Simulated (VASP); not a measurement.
# Sb (Im-3m) in VASP: further runs, part 2 of 2

VASP 6.6.1.

### Step 3. Single point, LDA

INCAR reads:

```
  PREC = Accurate
  ENCUT = 520
  EDIFF = 1E-7
  ISMEAR = 0
  SIGMA = 0.1
  LREAL = F
  LASPH = T
  NELM = 60
  ALGO = Normal
  ISIF = 2
  LWAVE = F
  LCHARG = T
  GGA = CA
  LELF = T
  LVHAR = T
  NBANDS = 8
```

KPOINTS reads:

```
Automatic mesh
0
Gamma
  10 10 10
```

POSCAR reads:

```
Sb
1.0
   -1.8713408863      1.8713408863      1.8713408863
    1.8713408863     -1.8713408863      1.8713408863
    1.8713408863      1.8713408863     -1.8713408863
Sb
1
Direct
    0.0000000000      0.0000000000      0.0000000000
```

Potentials or basis: VASP PAW LDA potentials, release 64 (Sb).

Command:

```sh
> cat potpaw_LDA.64/Sb/POTCAR > POTCAR
> mpirun -np 1 vasp_std > vasp.out
```

OUTCAR:

```text
PREC = Accurate
   ENCUT = 520
   EDIFF = 1E-7
   ISMEAR = 0
   LREAL = F
   LASPH = T
   NELM = 60
   ISIF = 2
   GGA = CA

 ion  position               nearest neighbor table
   1  0.000  0.000  0.000-

  LATTYP: Found a body centered cubic cell.
 ALAT       =     3.7426817726

  Lattice vectors:

 A1 = (  -1.8713408863,   1.8713408863,   1.8713408863)
 A2 = (   1.8713408863,  -1.8713408863,   1.8713408863)
 A3 = (   1.8713408863,   1.8713408863,  -1.8713408863)

Analysis of symmetry for initial positions (statically):
=====================================================================
 Subroutine PRICEL returns:
 Original cell was already a primitive cell.

 Routine SETGRP: Setting up the symmetry group for a
 body centered cubic supercell.

 Subroutine GETGRP returns: Found 48 space group operations
 (whereof 48 operations were pure point group operations)
 out of a pool of 48 trial point group operations.

The static configuration has the point symmetry O_h .

Analysis of symmetry for dynamics (positions and initial velocities):
=====================================================================
 Subroutine PRICEL returns:
 Original cell was already a primitive cell.

 Routine SETGRP: Setting up the symmetry group for a
 body centered cubic supercell.

 Subroutine GETGRP returns: Found 48 space group operations
 (whereof 48 operations were pure point group operations)
 out of a pool of 48 trial point group operations.

The dynamic configuration has the point symmetry O_h .

 Subroutine INISYM returns: Found 48 space group operations
 (whereof 48 operations are pure point group operations),
 and found     1 'primitive' translations

----------------------------------------------------------------------------------------

                                     Primitive cell

  volume of cell :      26.2131

  direct lattice vectors                    reciprocal lattice vectors
[... 101 lines left out ...]
   EFERMI_NEDOS =   21; number of points for ismear=-14 and -15
   IALGO  =     38    algorithm
   IMIX   =      4    mixing-type and parameters
     AMIX     =   0.40;   BMIX     =  1.00
     AMIX_MAG =   1.60;   BMIX_MAG =  1.00
  volume/ion in A,a.u.               =      26.21       176.89
  Fermi-wavevector in a.u.,A,eV,Ry     =   0.942378  1.780837 12.083018  0.888077
  Thomas-Fermi vector in A             =   2.069982
   LORBIT       =      0    0 simple, 1 ext, 2 COOP (PROOUT), +10 PAW based schemes
   GGA     = CA    functional components
   LHFCALC =     F    Hartree Fock is set to
   AEXX    =    0.0000 exact exchange contribution
   IVDW    =     0    specifies the selected vdW correction
   LEPSILON=     F    determine dielectric tensor
   LRPA    =     F    only Hartree local field effects (RPA)
 non-spin polarized calculation
 Gauss-broadening in eV      SIGMA  =   0.10
  energy-cutoff  :      520.00
  volume of cell :       26.21
 maximum number of plane-waves:       719
   NGX = 13   NGY = 13   NGZ = 13

 number of electron       4.9999999 magnetization

 Free energy of the ion-electron system (eV)
  ---------------------------------------------------
  ext. energy  EPLUGINS =         0.00000000
  ---------------------------------------------------
  free energy    TOTEN  =        -4.61088150 eV

  energy without entropy =       -4.60483838  energy(sigma->0) =       -4.60785994

 E-fermi :   8.6747     XC(G=0): -10.4842

 val. band max:        8.6590264479   @ k =  -0.3000   0.4000   0.1000
 cond. band min:       8.6763497460   @ k =   0.3000   0.1000   0.1000
 fundamental gap:      0.0173232982
 Fermi energy:         8.6746826180

 k-point     1 :       0.0000    0.0000    0.0000
  band No.  band energies     occupation
      1      -4.3763      2.00000
      2      14.2949      0.00000
      3      14.2949      0.00000
      4      14.2949      0.00000
      5      19.0929      0.00000
      6      19.0929      0.00000
      7      19.0929      0.00000
      8      20.5812      0.00000
[... 243 lines left out ...]
 k-point    24 :      -0.3000    0.3000    0.1000
  band No.  band energies     occupation
      1      -2.2751      2.00000
      2       7.0394      2.00000
      3      10.6855      0.00000
      4      12.0582      0.00000
      5      16.3402      0.00000
      6      17.2088      0.00000
      7      18.4422      0.00000
      8      23.1890      0.00000

 [... further k-points ...]
[... 5 lines left out ...]
  --------------------------------------------------------------------------------------
  -------------------------------------------------------------------------------------
  Total       -0.1843384     -0.1843384     -0.1843384      0.0000000      0.0000000     -0.0000000
  in kB      -11.2669848    -11.2669848    -11.2669848      0.0000000      0.0000000     -0.0000000
  external PRESSURE =     -11.2669848 kB  Pullay stress =       0.0000000 kB

 VOLUME and BASIS-vectors are now :
 -----------------------------------------------------------------------------
  energy-cutoff  :      520.00
  volume of cell :       26.21
      direct lattice vectors                 reciprocal lattice vectors
    -1.871340886  1.871340886  1.871340886     0.000000000  0.267188092  0.267188092
     1.871340886 -1.871340886  1.871340886     0.267188092  0.000000000  0.267188092
     1.871340886  1.871340886 -1.871340886     0.267188092  0.267188092  0.000000000

 POSITION                                       TOTAL-FORCE (eV/Angst)
 -----------------------------------------------------------------------------------
      0.00000      0.00000      0.00000        -0.000000      0.000000     -0.000000
 -----------------------------------------------------------------------------------
    total drift:                               -0.000000     -0.000000     -0.000000

  FREE ENERGIE OF THE ION-ELECTRON SYSTEM (eV)
  ---------------------------------------------------
  free  energy   TOTEN  =        -4.6108815001 eV

  energy  without entropy=       -4.6048383791  energy(sigma->0) =       -4.60785994
```

stdout:

```text
POSCAR found type information on POSCAR Sb
 POSCAR found :  1 types and       1 ions
 scaLAPACK will be used
 LDA part: xc-table for (Slater(with rela. corr.)+CA(PZ))
 , standard interpolation
 POSCAR, INCAR and KPOINTS ok, starting setup
 FFT: planning ... GRIDC
 FFT: planning ... GRID_SOFT
 FFT: planning ... GRID
 WAVECAR not read
 entering main loop
```

Wall time 7.4 s (1 thread of AMD EPYC 7R43 (Zen 3), shared host); peak memory 0.09 GiB.

What came out:

```
Free energy : -4.6109 eV
Pressure    : -1.1 GPa
```

Caveat: spin-orbit coupling is left out, which moves the levels of the heavy elements.

### Step 4. Single point, PBE

INCAR reads:

```
SYSTEM = Sb
ALGO = Normal
EDIFF = 1E-7
ENCUT = 520
GGA = PE
ISIF = 2
ISMEAR = 0
LASPH = .True.
LCHARG = .False.
LREAL = .False.
LWAVE = .False.
NBANDS = 8
NELM = 60
PREC = Accurate
SIGMA = 0.1
```

KPOINTS reads:

```
k-points
0
Gamma
  10 10 10
  0 0 0
```

POSCAR is that of step 3.

Potentials or basis: VASP PAW PBE potentials, release 64 (Sb).

Command:

```sh
> cat potpaw_PBE.64/Sb/POTCAR > POTCAR
> mpirun -np 1 vasp_std > vasp.out
```

Run time: 10 s. Hardware: 1 thread of AMD EPYC 7R43 (Zen 3), shared host; peak memory 0.1 GiB.

Results (log left out):

```yaml
Free_energy: -3.8887 eV
Pressure: 3.1 GPa
```

Levels at points of the mesh, in eV from the Fermi level:
```csv
k point,band 1,band 2,band 3,band 4,band 5,band 6,band 7
"(0.00, 0.00, 0.00)",-13.05,5.71,5.71,5.71,10.66,10.66,10.66
"(0.50, 0.00, 0.00)",-8.84,-5.75,1.76,3.84,6.52,6.96,13.93
"(0.50, 0.50, 0.50)",-5.45,-2.05,-2.05,-2.05,2.92,2.92,17.71
```

Caveat: spin-orbit coupling is left out, which moves the levels of the heavy elements.

### Step 5. Overview

| level | potentials or basis | smearing | gap on the mesh (eV) | pressure (GPa) |
| --- | --- | --- | --- | --- |
| PBEsol | VASP PAW PBE potentials, release 64 (Sb) | gaussian 0.02 eV | none | 0.0 |
| LDA | VASP PAW LDA potentials, release 64 (Sb) | gaussian 0.1 eV | none | -1.1 |
| PBE | VASP PAW PBE potentials, release 64 (Sb) | gaussian 0.1 eV | none | 3.1 |

Alike in all rows: task single point; no spin polarisation; cell as given; k mesh 10 × 10 × 10; cutoff (eV) 520.

Caveats: spin-orbit coupling is left out, which moves the levels of the heavy elements; the PAW data sets were made with another functional, which shifts forces and pressure a little (some runs).

Absolute energies hang on the potentials; compare differences alone.
